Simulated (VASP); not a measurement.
# MgGeSb2 (P-4m2) in VASP: further runs

MgGeSb2 is run at these levels: PBE; tasks: single point.

Program: VASP 6.6.1. These are calculated values, not measurements. Logs are shortened: lines on timing, memory, paths and dates and some standing lists are left out, and cuts for length are marked.

## Step 1: The cell of the first run

The structure is tetragonal, space group P-4m2 (No. 115). The conventional cell has a = 4.387 Å, b = 4.387 Å, c = 12.867 Å, α = 90.00°, β = 90.00°, γ = 90.00°. Within 3.6 Å of Mg (site symmetry 2mm) lie 4 Sb at 2.75 to 2.79 Å. Within 3.6 Å of Sb (site symmetry -4m2) lie 4 Mg at 2.75 Å. Sb (site symmetry 2mm) has 2 Ge at 2.66 Å and 2 Mg at 2.79 Å within 3.5 Å. Within 3.5 Å of Sb (site symmetry -4m2) lie 4 Ge at 2.69 Å. Ge (site symmetry 2mm) has 4 Sb at 2.66 to 2.69 Å within 3.5 Å.

## Step 2: Single point, PBE (30.95 Å³/atom)

INCAR reads:

```
  ALGO = Normal
  EDIFF = 1E-6
  ENCUT = 520
  GGA = PE
  ISIF = 2
  ISMEAR = -1
  LASPH = True
  LCHARG = False
  LREAL = False
  LWAVE = False
  NBANDS = 36
  NELM = 100
  PREC = Accurate
  SIGMA = 0.02
```

KPOINTS reads:

```
k-points
0
Gamma
  6 6 2
```

POSCAR reads:

```
MgGeSb2
1.0
    4.3869093088      0.0000000000      0.0000000000
    0.0000000000      4.3869093088      0.0000000000
    0.0000000000      0.0000000000     12.8674956629
Mg Sb Ge
2 4 2
Direct
    0.5000000000      0.0000000000      0.8712861862
    0.0000000000      0.5000000000      0.1287138138
    0.5000000000      0.5000000000      0.0000000000
    0.0000000000      0.0000000000      0.2621285909
    0.5000000000      0.5000000000      0.5000000000
    0.0000000000      0.0000000000      0.7378714091
    0.5000000000      0.0000000000      0.3791555484
    0.0000000000      0.5000000000      0.6208444516
```

Potentials or basis: VASP PAW PBE potentials, release 64 (Mg, Sb, Ge_d).

On the command line:

```console
cat potpaw_PBE.64/Mg/POTCAR potpaw_PBE.64/Sb/POTCAR potpaw_PBE.64/Ge_d/POTCAR > POTCAR
mpirun -np 1 vasp_std > vasp.out
```

OUTCAR:

```text
EDIFF = 1E-6
   ENCUT = 520
   GGA = PE
   ISIF = 2
   ISMEAR = -1
   LASPH = True
   LREAL = False
   NELM = 100
   PREC = Accurate

 ion  position               nearest neighbor table
   1  0.500  0.000  0.871-   3 2.75   3 2.75   6 2.79   6 2.79
   2  0.000  0.500  0.129-   3 2.75   3 2.75   4 2.79   4 2.79
   3  0.500  0.500  0.000-   1 2.75   2 2.75   1 2.75   2 2.75
   4  0.000  0.000  0.262-   7 2.66   7 2.66   2 2.79   2 2.79
   5  0.500  0.500  0.500-   7 2.69   8 2.69   7 2.69   8 2.69
   6  0.000  0.000  0.738-   8 2.66   8 2.66   1 2.79   1 2.79
   7  0.500  0.000  0.379-   4 2.66   4 2.66   5 2.69   5 2.69
   8  0.000  0.500  0.621-   6 2.66   6 2.66   5 2.69   5 2.69

  LATTYP: Found a simple tetragonal cell.
 ALAT       =     4.3869093088
 C/A-ratio  =     2.9331574366

  Lattice vectors:

 A1 = (   4.3869093088,   0.0000000000,   0.0000000000)
 A2 = (   0.0000000000,   4.3869093088,   0.0000000000)
 A3 = (   0.0000000000,   0.0000000000,  12.8674956629)

Analysis of symmetry for initial positions (statically):
=====================================================================
 Subroutine PRICEL returns:
 Original cell was already a primitive cell.

 Routine SETGRP: Setting up the symmetry group for a
 simple tetragonal supercell.

 Subroutine GETGRP returns: Found  8 space group operations
 (whereof  8 operations were pure point group operations)
 out of a pool of 16 trial point group operations.

The static configuration has the point symmetry D_2d.

Analysis of symmetry for dynamics (positions and initial velocities):
=====================================================================
 Subroutine PRICEL returns:
 Original cell was already a primitive cell.

 Routine SETGRP: Setting up the symmetry group for a
 simple tetragonal supercell.

 Subroutine GETGRP returns: Found  8 space group operations
 (whereof  8 operations were pure point group operations)
 out of a pool of 16 trial point group operations.

The dynamic configuration has the point symmetry D_2d.

 Subroutine INISYM returns: Found  8 space group operations
 (whereof  8 operations are pure point group operations),
 and found     1 'primitive' translations

----------------------------------------------------------------------------------------

                                     Primitive cell

  volume of cell :     247.6346

  direct lattice vectors                    reciprocal lattice vectors
     4.386909309  0.000000000  0.000000000     0.227950917  0.000000000  0.000000000
     0.000000000  4.386909309  0.000000000     0.000000000  0.227950917  0.000000000
     0.000000000  0.000000000 12.867495663     0.000000000  0.000000000  0.077715200

  length of vectors
     4.386909309  4.386909309 12.867495663     0.227950917  0.227950917  0.077715200

  position of ions in fractional coordinates (direct lattice)
     0.500000000  0.000000000  0.871286186
     0.000000000  0.500000000  0.128713814
     0.500000000  0.500000000  0.000000000
     0.000000000  0.000000000  0.262128591
     0.500000000  0.500000000  0.500000000
     0.000000000  0.000000000  0.737871409
     0.500000000  0.000000000  0.379155548
     0.000000000  0.500000000  0.620844452

  ion indices of the primitive-cell ions
   primitive index   ion index
                 1           1
                 2           2
                 3           3
                 4           4
                 5           5
                 6           6
                 7           7
                 8           8

----------------------------------------------------------------------------------------

 KPOINTS: k-points

Automatic generation of k-mesh.
 Grid dimensions read from file:
 generate k-points for:    6    6    2

 Generating k-lattice:

  Cartesian coordinates                     Fractional coordinates (reciprocal lattice)
     0.037991820  0.000000000  0.000000000     0.166666667  0.000000000  0.000000000
     0.000000000  0.037991820  0.000000000     0.000000000  0.166666667  0.000000000
     0.000000000  0.000000000  0.038857600     0.000000000  0.000000000  0.500000000

  Length of vectors
     0.037991820  0.037991820  0.038857600

  Shift w.r.t. Gamma in fractional coordinates (k-lattice)
     0.000000000  0.000000000  0.000000000

 Subroutine IBZKPT returns following result:
 ===========================================

 Found     20 irreducible k-points:

 Following reciprocal coordinates:
            Coordinates               Weight
  0.000000  0.000000  0.000000      1.000000
  0.166667  0.000000  0.000000      4.000000
  0.333333  0.000000  0.000000      4.000000
  0.500000  0.000000  0.000000      2.000000
  0.166667  0.166667  0.000000      4.000000
  0.333333  0.166667  0.000000      8.000000
[... 12 lines left out ...]
  0.500000  0.333333  0.500000      4.000000
  0.500000  0.500000  0.500000      1.000000
   k-points           NKPTS =     20   k-points in BZ     NKDIM =     20   number of bands    NBANDS=     36
   number of dos      NEDOS =    301   number of ions     NIONS =      8
   total plane-waves  NPLWV = 124416
   dimension x,y,z NGX =    36 NGY =   36 NGZ =   96
   dimension x,y,z NGXF=    72 NGYF=   72 NGZF=  192
   ions per type =               2   4   2
   NGX,Y,Z   is equivalent  to a cutoff of  13.64, 13.64, 12.40 a.u.
   NGXF,Y,Z  is equivalent  to a cutoff of  27.29, 27.29, 24.81 a.u.
 SYSTEM =  unknown system
   PREC   = accura    normal or accurate (medium, high low for compatibility)
   ISTART =      0    job   : 0-new  1-cont  2-samecut
   ICHARG =      2    charge: 1-file 2-atom 10-const
   ISPIN  =      1    spin polarized calculation?
   LNONCOLLINEAR =      F non collinear calculations
   LSORBIT =      F    spin-orbit coupling
   LASPH  =      T    aspherical Exc in radial PAW
   ENCUT  =  520.0 eV  38.22 Ry    6.18 a.u.   8.16  8.16 23.93*2*pi/ulx,y,z
   NELM   =    100;   NELMIN=  2; NELMDL= -5     # of ELM steps
   EDIFF  = 0.1E-05   stopping-criterion for ELM
   LREAL  =      F    real-space projection
   EDIFFG = 0.1E-04   stopping-criterion for IOM
   NSW    =      0    number of steps for IOM
   IBRION =     -1    ionic relax: 0-MD 1-quasi-New 2-CG
   NFREE  =      0    steps in history (QN), initial steepest desc. (CG)
   ISIF   =      2    stress and relaxation
   ISYM   =      2    0-nonsym 1-usesym 2-fastsym
   POTIM  = 0.5000    time-step for ionic-motion
   TEBEG  =    0.0;   TEEND  =   0.0 temperature during run
   PSTRESS=    0.0 pullay stress
   NELECT =      52.0000    total number of electrons
   NUPDOWN=      -1.0000    fix difference up-down
   EMIN   =  10.00;   EMAX   =-10.00  energy-range for DOS
   EFERMI =   0.00;   METHOD = LEGACY
   ISMEAR =    -1;   SIGMA  =   0.02  broadening in eV -4-tet -1-fermi 0-gaus
   EFERMI_NEDOS =   21; number of points for ismear=-14 and -15
   IALGO  =     38    algorithm
   IMIX   =      4    mixing-type and parameters
     AMIX     =   0.40;   BMIX     =  1.00
     AMIX_MAG =   1.60;   BMIX_MAG =  1.00
  volume/ion in A,a.u.               =      30.95       208.89
  Fermi-wavevector in a.u.,A,eV,Ry     =   0.973058  1.838813 12.882572  0.946842
  Thomas-Fermi vector in A             =   2.103407
   LORBIT       =      0    0 simple, 1 ext, 2 COOP (PROOUT), +10 PAW based schemes
   GGA     = PE    functional components
   LHFCALC =     F    Hartree Fock is set to
   AEXX    =    0.0000 exact exchange contribution
   IVDW    =     0    specifies the selected vdW correction
   LEPSILON=     F    determine dielectric tensor
   LRPA    =     F    only Hartree local field effects (RPA)
 non-spin polarized calculation
  energy-cutoff  :      520.00
  volume of cell :      247.63
 maximum number of plane-waves:      6712
 NGX is ok and might be reduce to    36
   NGX = 17   NGY = 17   NGZ = 47

 number of electron      52.0000019 magnetization

 Free energy of the ion-electron system (eV)
  ---------------------------------------------------
  ext. energy  EPLUGINS =         0.00000000
  ---------------------------------------------------
  free energy    TOTEN  =       -28.29288484 eV

  energy without entropy =      -28.28905749  energy(sigma->0) =      -28.29097117

 E-fermi :   4.1647     XC(G=0):  -8.5470

 val. band max:        4.1304936379   @ k =   0.1667   0.0000   0.5000
 cond. band min:       4.1734580786   @ k =   0.1667   0.0000   0.5000
 fundamental gap:      0.0429644408
 Fermi energy:         4.1647264251

 k-point     1 :       0.0000    0.0000    0.0000
  band No.  band energies     occupation
      1     -21.0864      2.00000
      2     -21.0857      2.00000
      3     -21.0837      2.00000
      4     -21.0837      2.00000
      5     -21.0544      2.00000
      6     -21.0540      2.00000
[... 28 lines left out ...]
     35       7.7674      0.00000
     36       8.0372      0.00000

 k-point     2 :       0.1667    0.0000    0.0000
  band No.  band energies     occupation
      1     -21.0863      2.00000
      2     -21.0852      2.00000
      3     -21.0837      2.00000
      4     -21.0837      2.00000
      5     -21.0545      2.00000
      6     -21.0542      2.00000
[... 28 lines left out ...]
     35       8.1324      0.00000
     36       8.3689      0.00000

 k-point     3 :       0.3333    0.0000    0.0000
  band No.  band energies     occupation
      1     -21.0864      2.00000
      2     -21.0845      2.00000
      3     -21.0836      2.00000
      4     -21.0832      2.00000
      5     -21.0547      2.00000
      6     -21.0545      2.00000
[... 28 lines left out ...]
     35       7.9152      0.00000
     36       8.5110      0.00000

 k-point     4 :       0.5000    0.0000    0.0000
  band No.  band energies     occupation
      1     -21.0866      2.00000
      2     -21.0842      2.00000
      3     -21.0836      2.00000
      4     -21.0827      2.00000
      5     -21.0550      2.00000
      6     -21.0548      2.00000
[... 28 lines left out ...]
     35       8.5275      0.00000
     36       8.5458      0.00000

 k-point     5 :       0.1667    0.1667    0.0000
  band No.  band energies     occupation
      1     -21.0864      2.00000
      2     -21.0848      2.00000
      3     -21.0838      2.00000
      4     -21.0833      2.00000
      5     -21.0546      2.00000
      6     -21.0544      2.00000
[... 499 lines left out ...]
 k-point    18 :       0.3333    0.3333    0.5000
  band No.  band energies     occupation
      1     -21.0880      2.00000
      2     -21.0831      2.00000
      3     -21.0825      2.00000
      4     -21.0823      2.00000
      5     -21.0552      2.00000
      6     -21.0551      2.00000
[... 28 lines left out ...]
     35       8.2586      0.00000
     36       8.7518      0.00000

 k-point    19 :       0.5000    0.3333    0.5000
  band No.  band energies     occupation
      1     -21.0884      2.00000
      2     -21.0827      2.00000
      3     -21.0822      2.00000
      4     -21.0819      2.00000
      5     -21.0553      2.00000
      6     -21.0552      2.00000
[... 28 lines left out ...]
     35       8.7858      0.00000
     36       9.0023      0.00000

 k-point    20 :       0.5000    0.5000    0.5000
  band No.  band energies     occupation
      1     -21.0889      2.00000
      2     -21.0824      2.00000
      3     -21.0817      2.00000
      4     -21.0817      2.00000
      5     -21.0555      2.00000
      6     -21.0554      2.00000
[... 28 lines left out ...]
     35       9.5704      0.00000
     36       9.8733      0.00000

------------------------ aborting loop because EDIFF is reached ----------------------------------------

  FORCE on cell =-STRESS in cart. coord.  units (eV):
  Direction    XX          YY          ZZ          XY          YZ          ZX
  --------------------------------------------------------------------------------------
  -------------------------------------------------------------------------------------
  Total        4.1454885      4.1454885      4.1306770      0.0000000      0.0000000      0.0000000
  in kB       26.8209991     26.8209991     26.7251697      0.0000000      0.0000000      0.0000000
  external PRESSURE =      26.7890559 kB  Pullay stress =       0.0000000 kB

 VOLUME and BASIS-vectors are now :
 -----------------------------------------------------------------------------
  energy-cutoff  :      520.00
  volume of cell :      247.63
      direct lattice vectors                 reciprocal lattice vectors
     4.386909309  0.000000000  0.000000000     0.227950917  0.000000000  0.000000000
     0.000000000  4.386909309  0.000000000     0.000000000  0.227950917  0.000000000
     0.000000000  0.000000000 12.867495663     0.000000000  0.000000000  0.077715200

 POSITION                                       TOTAL-FORCE (eV/Angst)
 -----------------------------------------------------------------------------------
      2.19345      0.00000     11.21127        -0.000000      0.000000     -0.003838
      0.00000      2.19345      1.65622        -0.000000      0.000000      0.003838
      2.19345      2.19345      0.00000        -0.000000      0.000000     -0.000000
      0.00000      0.00000      3.37294        -0.000000      0.000000     -0.089113
      2.19345      2.19345      6.43375        -0.000000     -0.000000     -0.000000
      0.00000      0.00000      9.49456        -0.000000      0.000000      0.089113
      2.19345      0.00000      4.87878         0.000000      0.000000      0.042708
      0.00000      2.19345      7.98871        -0.000000      0.000000     -0.042708
 -----------------------------------------------------------------------------------
    total drift:                                0.000000     -0.000000     -0.000000

  FREE ENERGIE OF THE ION-ELECTRON SYSTEM (eV)
  ---------------------------------------------------
  free  energy   TOTEN  =       -28.2928848445 eV

  energy  without entropy=      -28.2890574931  energy(sigma->0) =      -28.29097117
```

It took 99 s on 1 thread of Intel Xeon 6975P-C (Granite Rapids), shared host; peak memory 0.43 GiB.

Results:

```
Free energy            : -28.2929 eV
Pressure               : 2.7 GPa
Largest force          : 0.089 eV/Å
Band gap on the k mesh : zero (bands 26 and 27 overlap by 0.24 eV)
```

Forces on the atoms (eV/Å):
```
Mg   0.000  0.000 -0.004
Mg   0.000  0.000  0.004
Sb   0.000  0.000  0.000
Sb   0.000  0.000 -0.089
Sb   0.000  0.000  0.000
Sb   0.000  0.000  0.089
Ge   0.000  0.000  0.043
Ge   0.000  0.000 -0.043
```

Levels at points of the mesh, in eV from the Fermi level:
```tsv
k point	band 22	band 23	band 24	band 25	band 26	band 27	band 28	band 29	band 30	band 31
(0.00, 0.00, 0.00)	-0.74	-0.74	-0.64	-0.59	-0.19	0.08	0.08	0.20	0.87	2.34
(0.50, 0.00, 0.00)	-2.42	-1.51	-1.05	-0.54	-0.38	-0.15	0.17	2.30	2.34	2.55
(0.50, 0.50, 0.00)	-3.18	-2.69	-1.87	-1.87	-1.41	0.60	0.62	0.62	1.18	3.55
(0.00, 0.00, 0.50)	-1.73	-0.59	-0.59	-0.26	-0.12	-0.12	0.11	0.44	0.66	2.56
(0.50, 0.00, 0.50)	-2.42	-2.25	-1.80	-0.38	-0.04	0.16	0.17	2.40	2.55	2.56
(0.50, 0.50, 0.50)	-3.12	-2.78	-2.01	-2.01	-1.47	0.93	0.95	0.95	1.81	2.05
```

Caveat: spin-orbit coupling is left out, which moves the levels of the heavy elements.

(Part 1 of 2 ends here.)
